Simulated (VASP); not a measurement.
Write the native input for VASP 6.6.1 that does the following.

```
Task                   : single point
Functional             : PBE
Potentials or basis    : VASP PAW PBE potentials, release 64 (Cd, Se)
Cutoff                 : 520 eV
k mesh                 : 1 × 1 × 14
Occupations            : gaussian, width 0.05 eV
Spin                   : collinear spin, ferromagnetic start
Starting moments       : [0.5, 0.5, 0.5, 0.5] μB
Dipole correction      : no
Further INCAR settings : ALGO = Normal; EDIFF = 1e-07; NBANDS = 30
```

The structure of CdSe lies in POSCAR:

```
CdSe
1.0
   11.5000000000      0.0000000000      0.0000000000
    0.0000000000      9.3000000000      0.0000000000
    0.0000000000      0.0000000000      4.6106954128
Cd Se
2 2
Direct
    0.4234792353      0.5000000000      0.0000000000
    0.5765207647      0.5000000000      0.5000000000
    0.3252092618      0.5000000000      0.5000000000
    0.6747907382      0.5000000000      0.0000000000
```

The input as run:

INCAR

```
PREC = Accurate ; ENCUT = 520
EDIFF = 1E-7 ; ISMEAR = 0
SIGMA = 0.05 ; LREAL = False
LASPH = True ; NELM = 150
ALGO = Normal ; ISIF = 2
LWAVE = False ; LCHARG = True
ISPIN = 2 ; MAGMOM = 0.5 0.5 0.5 0.5
LORBIT = 11 ; GGA = PE
LELF = True ; LVHAR = True
NBANDS = 30
```

KPOINTS

```
regular mesh
0
Gamma
  1 1 14
```

Potentials or basis: VASP PAW PBE potentials, release 64 (Cd, Se).

The run is started by

```bash
$ cat potpaw_PBE.64/Cd/POTCAR potpaw_PBE.64/Se/POTCAR > POTCAR
$ mpirun -np 1 vasp_std > vasp.out
```

Results of the run:

```
Largest force                                         : 0.065 eV/Å
Band gap on the k mesh                                : 1.86 eV, indirect (least direct gap 1.99 eV)
Net moment                                            : 0.00 μB per cell
Valence electrons inside the program's atomic spheres : Cd 10.29; Se 3.79
```

Wall time 3.3 min on 1 thread of Intel(R) Xeon(R) 6975P-C (Granite Rapids) (shared host), peak memory 0.74 GiB.
